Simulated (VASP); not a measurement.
# Cd (Cmce) in VASP: further runs, part 2 of 2

VASP 6.6.1.

## 3. Single point, PBEsol

This run uses another cell than the first one, of 22.46 Å³/atom.

File INCAR:

```
SYSTEM = Cd
PREC     = Accurate       ! precision mode
ENCUT    = 630            ! plane-wave cutoff, eV
EDIFF    = 1E-6           ! SCF threshold, eV
ISMEAR   = 0              ! smearing method
SIGMA    = 0.1            ! smearing width, eV
LREAL    = .FALSE.        ! projectors in reciprocal space
LASPH    = .TRUE.         ! aspherical terms in the spheres
NELM     = 120            ! most SCF steps
ALGO     = Normal         ! electronic algorithm
ISIF     = 2              ! what is computed and relaxed
LWAVE    = .FALSE.        ! write WAVECAR
LCHARG   = .FALSE.        ! write CHGCAR
GGA      = PS             ! functional
NBANDS   = 48             ! bands
GGA_COMPAT= .FALSE.
```

File KPOINTS:

```
regular mesh
0
G
  4 4 4
  0 0 0
```

File POSCAR:

```
Cd
1.0
    2.5528350409     -3.1175007902      0.0000000000
    2.5528350409      3.1175007902      0.0000000000
    0.0000000000      0.0000000000      5.6434176636
Cd
4
Direct
    0.2265963597      0.7734036403      0.1249186293
    0.7265963597      0.2734036403      0.3750813707
    0.7734036403      0.2265963597      0.8750813707
    0.2734036403      0.7265963597      0.6249186293
```

Potentials or basis: VASP PAW PBE potentials, release 64 (Cd_sv_GW).

Started as:

```console
cat potpaw_PBE.64/Cd_sv_GW/POTCAR > POTCAR
mpirun -np 1 vasp_std > vasp.out
```

OUTCAR:

```text
SYSTEM = Cd
   PREC = Accurate
   ENCUT = 630
   EDIFF = 1E-6
   ISMEAR = 0
   LREAL = .FALSE.
   LASPH = .TRUE.
   NELM = 120
   ISIF = 2
   GGA = PS

 ion  position               nearest neighbor table
   1  0.227  0.773  0.125-
   2  0.727  0.273  0.375-
   3  0.773  0.227  0.875-
   4  0.273  0.727  0.625-

  LATTYP: Found a base centered orthorhombic cell.
 ALAT       =     5.1056700818
 B/A-ratio  =     1.2211916321
 C/A-ratio  =     1.1053236056

  Lattice vectors:

 A1 = (   2.5528350409,  -3.1175007902,   0.0000000000)
 A2 = (   2.5528350409,   3.1175007902,   0.0000000000)
 A3 = (   0.0000000000,   0.0000000000,   5.6434176636)

Analysis of symmetry for initial positions (statically):
=====================================================================
 Subroutine PRICEL returns:
 Original cell was already a primitive cell.

 Routine SETGRP: Setting up the symmetry group for a
 base centered orthorhombic supercell.

 Subroutine GETGRP returns: Found  8 space group operations
 (whereof  4 operations were pure point group operations)
 out of a pool of  8 trial point group operations.

The static configuration has the point symmetry C_2h.
 The point group associated with its full space group is D_2h.

Analysis of symmetry for dynamics (positions and initial velocities):
=====================================================================
 Subroutine PRICEL returns:
 Original cell was already a primitive cell.

 Routine SETGRP: Setting up the symmetry group for a
 base centered orthorhombic supercell.

 Subroutine GETGRP returns: Found  8 space group operations
 (whereof  4 operations were pure point group operations)
 out of a pool of  8 trial point group operations.

The dynamic configuration has the point symmetry C_2h.
 The point group associated with its full space group is D_2h.

[... 114 lines left out ...]
   EFERMI_NEDOS =   21; number of points for ismear=-14 and -15
   IALGO  =     38    algorithm
   IMIX   =      4    mixing-type and parameters
     AMIX     =   0.40;   BMIX     =  1.00
     AMIX_MAG =   1.60;   BMIX_MAG =  1.00
  volume/ion in A,a.u.               =      22.46       151.54
  Fermi-wavevector in a.u.,A,eV,Ry     =   1.575086  2.976481 33.754646  2.480896
  Thomas-Fermi vector in A             =   2.676123
   LORBIT       =      0    0 simple, 1 ext, 2 COOP (PROOUT), +10 PAW based schemes
   GGA     = PS    functional components
   LHFCALC =     F    Hartree Fock is set to
   AEXX    =    0.0000 exact exchange contribution
   IVDW    =     0    specifies the selected vdW correction
   LEPSILON=     F    determine dielectric tensor
   LRPA    =     F    only Hartree local field effects (RPA)
 non-spin polarized calculation
 Gauss-broadening in eV      SIGMA  =   0.10
  energy-cutoff  :      630.00
  volume of cell :       89.83
 maximum number of plane-waves:      3246
 NGX is ok and might be reduce to    36
   NGX = 17   NGY = 17   NGZ = 23

 number of electron      79.9999994 magnetization

 Free energy of the ion-electron system (eV)
  ---------------------------------------------------
  ext. energy  EPLUGINS =         0.00000000
  ---------------------------------------------------
  free energy    TOTEN  =        -4.83087161 eV

  energy without entropy =       -4.82451008  energy(sigma->0) =       -4.82769085

 E-fermi :   5.6495     XC(G=0): -11.2132

 val. band max:        5.5933439370   @ k =  -0.2500   0.2500   0.0000
 cond. band min:       5.6642012563   @ k =   0.5000   0.5000   0.5000
 fundamental gap:      0.0708573193
 Fermi energy:         5.6494852773

 k-point     1 :       0.0000    0.0000    0.0000
  band No.  band energies     occupation
      1     -97.0712      2.00000
      2     -97.0651      2.00000
      3     -97.0637      2.00000
      4     -97.0637      2.00000
      5     -58.1776      2.00000
      6     -58.1776      2.00000
[... 1060 lines left out ...]
     47      14.6718      0.00000
     48      14.6718      0.00000

------------------------ aborting loop because EDIFF is reached ----------------------------------------

  FORCE on cell =-STRESS in cart. coord.  units (eV):
  Direction    XX          YY          ZZ          XY          YZ          ZX
  --------------------------------------------------------------------------------------
  -------------------------------------------------------------------------------------
  Total       -0.0719890     -0.1247888     -0.1408407      0.0000000     -0.0000000      0.0000000
  in kB       -1.2840296     -2.2257923     -2.5121020      0.0000000     -0.0000000      0.0000000
  external PRESSURE =      -2.0073080 kB  Pullay stress =       0.0000000 kB

 VOLUME and BASIS-vectors are now :
 -----------------------------------------------------------------------------
  energy-cutoff  :      630.00
  volume of cell :       89.83
      direct lattice vectors                 reciprocal lattice vectors
     2.552835041 -3.117500790  0.000000000     0.195860677 -0.160384883  0.000000000
     2.552835041  3.117500790  0.000000000     0.195860677  0.160384883  0.000000000
     0.000000000  0.000000000  5.643417664     0.000000000  0.000000000  0.177197588

 POSITION                                       TOTAL-FORCE (eV/Angst)
 -----------------------------------------------------------------------------------
      2.55284      1.70467      0.70497         0.000000     -0.002100     -0.000142
      2.55284     -1.41283      2.11674         0.000000     -0.002100      0.000142
      2.55284     -1.70467      4.93845         0.000000      0.002100      0.000142
      2.55284      1.41283      3.52668         0.000000      0.002100     -0.000142
 -----------------------------------------------------------------------------------
    total drift:                                0.000000     -0.000000      0.000000

  FREE ENERGIE OF THE ION-ELECTRON SYSTEM (eV)
  ---------------------------------------------------
  free  energy   TOTEN  =        -4.8308716128 eV

  energy  without entropy=       -4.8245100784  energy(sigma->0) =       -4.82769085
```

OSZICAR:

```text
N       E                     dE             d eps       ncg     rms          rms(c)
DAV:   1     0.253746189143E+04    0.25375E+04   -0.50919E+04  2072   0.280E+03
DAV:   2     0.322084807624E+03   -0.22154E+04   -0.21296E+04  2024   0.112E+03
DAV:   3     0.174722395219E+02   -0.30461E+03   -0.28914E+03  3088   0.522E+02
DAV:   4    -0.445591242760E+01   -0.21928E+02   -0.21761E+02  3184   0.199E+02
DAV:   5    -0.517469401063E+01   -0.71878E+00   -0.71859E+00  3168   0.351E+01    0.516E+01
DAV:   6    -0.485076513665E+01    0.32393E+00   -0.14560E+00  3208   0.190E+01    0.305E+01
DAV:   7    -0.483171272307E+01    0.19052E-01   -0.13676E-01  3008   0.344E+00    0.185E+00
DAV:   8    -0.483084212241E+01    0.87060E-03   -0.14223E-02  3128   0.220E+00    0.182E-01
DAV:   9    -0.483086422529E+01   -0.22103E-04   -0.50182E-04  3200   0.264E-01    0.395E-02
DAV:  10    -0.483087022293E+01   -0.59976E-05   -0.16424E-05  2720   0.567E-02    0.778E-03
DAV:  11    -0.483087144194E+01   -0.12190E-05   -0.13464E-06  1504   0.151E-02    0.567E-03
DAV:  12    -0.483087161283E+01   -0.17089E-06   -0.50167E-07  1424   0.142E-02
   1 F= -.48308716E+01 E0= -.48276908E+01  d E =-.636153E-02
```

stdout:

```text
POSCAR found type information on POSCAR Cd
 POSCAR found :  1 types and       4 ions
 scaLAPACK will be used
 -----------------------------------------------------------------------------
|                                                                             |
|                                                                             |
|     You enforced a specific xc type in the INCAR file but a different       |
|     I HOPE YOU KNOW WHAT YOU ARE DOING!                                     |
|                                                                             |
 -----------------------------------------------------------------------------

 LDA part: xc-table for (Slater+PW92), standard interpolation
 POSCAR, INCAR and KPOINTS ok, starting setup
 FFT: planning ... GRIDC
 FFT: planning ... GRID_SOFT
 FFT: planning ... GRID
 WAVECAR not read
 entering main loop
```

Wall time 1.7 min (1 thread of Intel Xeon Platinum 8259CL at 2.50GHz (Skylake/Cascade Lake), shared host); peak memory 0.29 GiB.

What came out:

| Property | Result |
| --- | --- |
| Free energy | -4.8309 eV |
| Pressure | -0.2 GPa |
| Band gap on the k mesh | zero (bands 40 and 41 overlap by 3.62 eV) |

Forces on the atoms (eV/Å):
```
Cd   0.000 -0.002  0.000
Cd   0.000 -0.002  0.000
Cd   0.000  0.002  0.000
Cd   0.000  0.002  0.000
```

Caveat: the k points lie up to 0.40 Å⁻¹ apart, too coarse for converged energies and pressures of a metal; the PAW data sets were made with another functional, which shifts forces and pressure a little.

The gap in the log of VASP goes by the Fermi energy; the results here count the filled bands.